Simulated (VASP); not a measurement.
# ScAlN2 (P6/mmm) in VASP: single point with PBE

Aim: the single point of ScAlN2 with PBE.

Everything below comes from runs of VASP 6.6.1. Logs are shortened: lines on timing, memory, paths and dates and some standing lists are left out, and cuts for length are marked.

## (1) The cell of the first run

It takes space group P6/mmm (No. 191, hexagonal). Conventional cell: a = 3.620 Å, b = 3.620 Å, c = 5.372 Å, α = 90.00°, β = 90.00°, γ = 120.00°. Within 3.5 Å of Sc (site symmetry 6/mmm) lie 2 Al at 2.69 Å and 12 N at 3.40 Å. Within 2.8 Å of Al (site symmetry 6/mmm) lie 6 N at 2.09 Å and 2 Sc at 2.69 Å. Within 2.8 Å of N (site symmetry -6m2) lie 3 N at 2.09 Å and 3 Al at 2.09 Å.

## (2) Single point, PBE

The input, INCAR:

```
SYSTEM = ScAlN2
  PREC = Accurate
  ENCUT = 600
  EDIFF = 1E-6
  ISMEAR = 0
  SIGMA = 0.15
  LREAL = .False.
  LASPH = .True.
  NELM = 120
  ALGO = Normal
  ISIF = 2
  LWAVE = .False.
  LCHARG = .False.
  GGA = PE
  NBANDS = 20
  GGA_COMPAT = .False.
```

The input, KPOINTS:

```
Automatic mesh
0
Gamma
  5 5 2
  0 0 0
```

The input, POSCAR:

```
ScAlN2
1.0
    3.6203323564      0.0000000032      0.0000000000
   -1.8101661810      3.1352997892      0.0000000000
    0.0000000000      0.0000000000      5.3721893351
Sc Al N
1 1 2
Direct
    0.0000000000      0.0000000000      0.5000000000
    0.0000000000      0.0000000000      0.0000000000
    0.3333333333      0.6666666667      0.0000000000
    0.6666666667      0.3333333333      0.0000000000
```

Potentials or basis: VASP PAW PBE potentials, release 64 (Sc_sv, Al, N).

Launch:

```console
$ cat potpaw_PBE.64/Sc_sv/POTCAR potpaw_PBE.64/Al/POTCAR potpaw_PBE.64/N/POTCAR > POTCAR
$ mpirun -np 1 vasp_std > vasp.out
```

OUTCAR:

```text
SYSTEM = ScAlN2
   PREC = Accurate
   ENCUT = 600
   EDIFF = 1E-6
   ISMEAR = 0
   LREAL = .False.
   LASPH = .True.
   NELM = 120
   ISIF = 2
   GGA = PE

 ion  position               nearest neighbor table
   1  0.000  0.000  0.500-   2 2.69   2 2.69
   2  0.000  0.000  0.000-   3 2.09   4 2.09   4 2.09   3 2.09   4 2.09   3 2.09   1 2.69   1 2.69

   3  0.333  0.667  0.000-   2 2.09   2 2.09   2 2.09
   4  0.667  0.333  0.000-   2 2.09   2 2.09   2 2.09

  LATTYP: Found a hexagonal cell.
 ALAT       =     3.6203323564
 C/A-ratio  =     1.4838939650

  Lattice vectors:

 A1 = (   3.6203323564,   0.0000000032,   0.0000000000)
 A2 = (  -1.8101661810,   3.1352997892,   0.0000000000)
 A3 = (   0.0000000000,   0.0000000000,   5.3721893351)

Analysis of symmetry for initial positions (statically):
=====================================================================
 Subroutine PRICEL returns:
 Original cell was already a primitive cell.

 Routine SETGRP: Setting up the symmetry group for a
 hexagonal supercell.

 Subroutine GETGRP returns: Found 24 space group operations
 (whereof 24 operations were pure point group operations)
 out of a pool of 24 trial point group operations.

The static configuration has the point symmetry D_6h.

Analysis of symmetry for dynamics (positions and initial velocities):
=====================================================================
 Subroutine PRICEL returns:
 Original cell was already a primitive cell.

 Routine SETGRP: Setting up the symmetry group for a
 hexagonal supercell.

 Subroutine GETGRP returns: Found 24 space group operations
 (whereof 24 operations were pure point group operations)
 out of a pool of 24 trial point group operations.

The dynamic configuration has the point symmetry D_6h.

 Subroutine INISYM returns: Found 24 space group operations
 (whereof 24 operations are pure point group operations),
 and found     1 'primitive' translations

----------------------------------------------------------------------------------------

                                     Primitive cell

  volume of cell :      60.9788

  direct lattice vectors                    reciprocal lattice vectors
     3.620332356  0.000000003  0.000000000     0.276217734  0.159474383  0.000000000
    -1.810166181  3.135299789  0.000000000    -0.000000000  0.318948766  0.000000000
     0.000000000  0.000000000  5.372189335     0.000000000  0.000000000  0.186143849

  length of vectors
     3.620332356  3.620332356  5.372189335     0.318948766  0.318948766  0.186143849

  position of ions in fractional coordinates (direct lattice)
     0.000000000  0.000000000  0.500000000
     0.000000000  0.000000000  0.000000000
     0.333333333  0.666666667  0.000000000
     0.666666667  0.333333333  0.000000000

  ion indices of the primitive-cell ions
   primitive index   ion index
                 1           1
                 2           2
                 3           3
                 4           4

----------------------------------------------------------------------------------------

 KPOINTS: Automatic mesh

Automatic generation of k-mesh.
 Grid dimensions read from file:
 generate k-points for:    5    5    2

 Generating k-lattice:

  Cartesian coordinates                     Fractional coordinates (reciprocal lattice)
     0.055243547  0.031894877  0.000000000     0.200000000  0.000000000  0.000000000
    -0.000000000  0.063789753  0.000000000     0.000000000  0.200000000  0.000000000
     0.000000000  0.000000000  0.093071924     0.000000000  0.000000000  0.500000000

  Length of vectors
     0.063789753  0.063789753  0.093071924

  Shift w.r.t. Gamma in fractional coordinates (k-lattice)
     0.000000000  0.000000000  0.000000000

 Subroutine IBZKPT returns following result:
 ===========================================

 Found     10 irreducible k-points:

 Following reciprocal coordinates:
            Coordinates               Weight
  0.000000  0.000000  0.000000      1.000000
  0.200000  0.000000  0.000000      6.000000
  0.400000  0.000000  0.000000      6.000000
  0.200000  0.200000  0.000000      6.000000
  0.400000  0.200000  0.000000      6.000000
  0.000000  0.000000  0.500000      1.000000
  0.200000  0.000000  0.500000      6.000000
  0.400000  0.000000  0.500000      6.000000
  0.200000  0.200000  0.500000      6.000000
  0.400000  0.200000  0.500000      6.000000
   k-points           NKPTS =     10   k-points in BZ     NKDIM =     10   number of bands    NBANDS=     20
   number of dos      NEDOS =    301   number of ions     NIONS =      4
   total plane-waves  NPLWV =  43200
   dimension x,y,z NGX =    30 NGY =   30 NGZ =   48
   dimension x,y,z NGXF=    60 NGYF=   60 NGZF=   96
   ions per type =               1   1   2
   NGX,Y,Z   is equivalent  to a cutoff of  13.78, 13.78, 14.85 a.u.
   NGXF,Y,Z  is equivalent  to a cutoff of  27.55, 27.55, 29.71 a.u.
 SYSTEM =  ScAlN2
   PREC   = accura    normal or accurate (medium, high low for compatibility)
   ISTART =      0    job   : 0-new  1-cont  2-samecut
   ICHARG =      2    charge: 1-file 2-atom 10-const
   ISPIN  =      1    spin polarized calculation?
   LNONCOLLINEAR =      F non collinear calculations
   LSORBIT =      F    spin-orbit coupling
   LASPH  =      T    aspherical Exc in radial PAW
   ENCUT  =  600.0 eV  44.10 Ry    6.64 a.u.   7.23  7.23 10.73*2*pi/ulx,y,z
   NELM   =    120;   NELMIN=  2; NELMDL= -5     # of ELM steps
   EDIFF  = 0.1E-05   stopping-criterion for ELM
   LREAL  =      F    real-space projection
   EDIFFG = 0.1E-04   stopping-criterion for IOM
   NSW    =      0    number of steps for IOM
   IBRION =     -1    ionic relax: 0-MD 1-quasi-New 2-CG
   NFREE  =      0    steps in history (QN), initial steepest desc. (CG)
   ISIF   =      2    stress and relaxation
   ISYM   =      2    0-nonsym 1-usesym 2-fastsym
   POTIM  = 0.5000    time-step for ionic-motion
   TEBEG  =    0.0;   TEEND  =   0.0 temperature during run
   PSTRESS=    0.0 pullay stress
   NELECT =      24.0000    total number of electrons
   NUPDOWN=      -1.0000    fix difference up-down
   EMIN   =  10.00;   EMAX   =-10.00  energy-range for DOS
   EFERMI =   0.00;   METHOD = LEGACY
   ISMEAR =     0;   SIGMA  =   0.15  broadening in eV -4-tet -1-fermi 0-gaus
   EFERMI_NEDOS =   21; number of points for ismear=-14 and -15
   IALGO  =     38    algorithm
   IMIX   =      4    mixing-type and parameters
     AMIX     =   0.40;   BMIX     =  1.00
     AMIX_MAG =   1.60;   BMIX_MAG =  1.00
  volume/ion in A,a.u.               =      15.24       102.88
  Fermi-wavevector in a.u.,A,eV,Ry     =   1.199736  2.267172 19.583765  1.439366
  Thomas-Fermi vector in A             =   2.335591
   LORBIT       =      0    0 simple, 1 ext, 2 COOP (PROOUT), +10 PAW based schemes
   GGA     = PE    functional components
   LHFCALC =     F    Hartree Fock is set to
   AEXX    =    0.0000 exact exchange contribution
   IVDW    =     0    specifies the selected vdW correction
   LEPSILON=     F    determine dielectric tensor
   LRPA    =     F    only Hartree local field effects (RPA)
 non-spin polarized calculation
 Gauss-broadening in eV      SIGMA  =   0.15
  energy-cutoff  :      600.00
  volume of cell :       60.98
 maximum number of plane-waves:      2062
 NGX is ok and might be reduce to    30
   NGX = 15   NGY = 15   NGZ = 21

 number of electron      23.9999997 magnetization

 Free energy of the ion-electron system (eV)
  ---------------------------------------------------
  ext. energy  EPLUGINS =         0.00000000
  ---------------------------------------------------
  free energy    TOTEN  =       -21.13858165 eV

  energy without entropy =      -21.10376518  energy(sigma->0) =      -21.12117341

 E-fermi :   4.6602     XC(G=0):  -9.9936

 val. band max:        4.6500514243   @ k =   0.2000   0.0000   0.0000
 cond. band min:       4.8832806989   @ k =   0.4000   0.0000   0.5000
 fundamental gap:      0.2332292745
 Fermi energy:         4.6602138880

 k-point     1 :       0.0000    0.0000    0.0000
  band No.  band energies     occupation
      1     -45.5396      2.00000
      2     -24.1538      2.00000
      3     -24.1538      2.00000
      4     -24.1206      2.00000
      5     -12.4700      2.00000
      6      -5.4181      2.00000
[... 12 lines left out ...]
     19       9.2379      0.00000
     20      11.2635      0.00000

 k-point     2 :       0.2000    0.0000    0.0000
  band No.  band energies     occupation
      1     -45.5362      2.00000
      2     -24.1887      2.00000
      3     -24.1623      2.00000
      4     -24.1159      2.00000
      5     -12.0550      2.00000
      6      -6.5431      2.00000
[... 12 lines left out ...]
     19       8.6934      0.00000
     20      11.7489      0.00000

 k-point     3 :       0.4000    0.0000    0.0000
  band No.  band energies     occupation
      1     -45.5307      2.00000
      2     -24.2446      2.00000
      3     -24.1760      2.00000
      4     -24.1081      2.00000
      5     -10.9706      2.00000
      6      -8.4512      2.00000
[... 12 lines left out ...]
     19       7.6678      0.00000
     20       9.4971      0.00000

 k-point     4 :       0.2000    0.2000    0.0000
  band No.  band energies     occupation
      1     -45.5317      2.00000
      2     -24.2250      2.00000
      3     -24.1825      2.00000
      4     -24.1096      2.00000
      5     -11.2804      2.00000
      6      -7.9270      2.00000
[... 12 lines left out ...]
     19       7.7058      0.00000
     20      10.6323      0.00000

 k-point     5 :       0.4000    0.2000    0.0000
  band No.  band energies     occupation
      1     -45.5290      2.00000
      2     -24.2423      2.00000
      3     -24.2000      2.00000
      4     -24.1058      2.00000
      5     -10.2837      2.00000
      6      -9.1949      2.00000
[... 12 lines left out ...]
     19       8.2367      0.00000
     20       8.5204      0.00000

 k-point     6 :       0.0000    0.0000    0.5000
  band No.  band energies     occupation
      1     -45.5395      2.00000
      2     -24.1538      2.00000
      3     -24.1538      2.00000
      4     -24.1240      2.00000
      5     -12.4365      2.00000
      6      -5.4165      2.00000
[... 12 lines left out ...]
     19       6.8759      0.00000
     20      11.6584      0.00000

 k-point     7 :       0.2000    0.0000    0.5000
  band No.  band energies     occupation
      1     -45.5361      2.00000
      2     -24.1886      2.00000
      3     -24.1623      2.00000
      4     -24.1189      2.00000
      5     -12.0291      2.00000
      6      -6.5396      2.00000
[... 12 lines left out ...]
     19       7.5260      0.00000
     20      12.1326      0.00000

 k-point     8 :       0.4000    0.0000    0.5000
  band No.  band energies     occupation
      1     -45.5306      2.00000
      2     -24.2444      2.00000
      3     -24.1760      2.00000
      4     -24.1107      2.00000
      5     -10.9654      2.00000
      6      -8.4380      2.00000
[... 12 lines left out ...]
     19       8.1909      0.00000
     20       9.4368      0.00000

 k-point     9 :       0.2000    0.2000    0.5000
  band No.  band energies     occupation
      1     -45.5316      2.00000
      2     -24.2248      2.00000
      3     -24.1824      2.00000
      4     -24.1123      2.00000
      5     -11.2675      2.00000
      6      -7.9256      2.00000
[... 12 lines left out ...]
     19       8.1327      0.00000
     20      10.1667      0.00000

 k-point    10 :       0.4000    0.2000    0.5000
  band No.  band energies     occupation
      1     -45.5289      2.00000
      2     -24.2421      2.00000
      3     -24.1999      2.00000
      4     -24.1081      2.00000
      5     -10.2877      2.00000
      6      -9.1885      2.00000
[... 12 lines left out ...]
     19       8.1860      0.00000
     20       8.7886      0.00000

------------------------ aborting loop because EDIFF is reached ----------------------------------------

  FORCE on cell =-STRESS in cart. coord.  units (eV):
  Direction    XX          YY          ZZ          XY          YZ          ZX
  --------------------------------------------------------------------------------------
  -------------------------------------------------------------------------------------
  Total       -0.1179495     -0.1179495     -0.0450572      0.0000000      0.0000000      0.0000000
  in kB       -3.0990436     -3.0990436     -1.1838477      0.0000000      0.0000000      0.0000000
  external PRESSURE =      -2.4606450 kB  Pullay stress =       0.0000000 kB

 VOLUME and BASIS-vectors are now :
 -----------------------------------------------------------------------------
  energy-cutoff  :      600.00
  volume of cell :       60.98
      direct lattice vectors                 reciprocal lattice vectors
     3.620332356  0.000000003  0.000000000     0.276217734  0.159474383  0.000000000
    -1.810166181  3.135299789  0.000000000    -0.000000000  0.318948766  0.000000000
     0.000000000  0.000000000  5.372189335     0.000000000  0.000000000  0.186143849

 POSITION                                       TOTAL-FORCE (eV/Angst)
 -----------------------------------------------------------------------------------
      0.00000      0.00000      2.68609        -0.000000      0.000000      0.000000
      0.00000      0.00000      0.00000        -0.000000      0.000000      0.000000
     -0.00000      2.09020      0.00000         0.000000     -0.000000      0.000000
      1.81017      1.04510      0.00000        -0.000000      0.000000      0.000000
 -----------------------------------------------------------------------------------
    total drift:                               -0.000000      0.000000      0.000000

  FREE ENERGIE OF THE ION-ELECTRON SYSTEM (eV)
  ---------------------------------------------------
  free  energy   TOTEN  =       -21.1385816497 eV

  energy  without entropy=      -21.1037651780  energy(sigma->0) =      -21.12117341
```

Run time: 44 s. Hardware: 1 thread of Intel Xeon 8259CL, shared host; peak memory 0.2 GiB.

What came out:

```
Free energy            : -21.1386 eV
Pressure               : -0.2 GPa
Band gap on the k mesh : zero (band 12 reaches 4.88 eV, above the bottom of band 13 at 3.99 eV)
```

Stress tensor (GPa, compression positive):
```
-0.31  0.00  0.00
 0.00 -0.31  0.00
 0.00  0.00 -0.12
```

Caveat: the k points lie up to 0.58 Å⁻¹ apart.
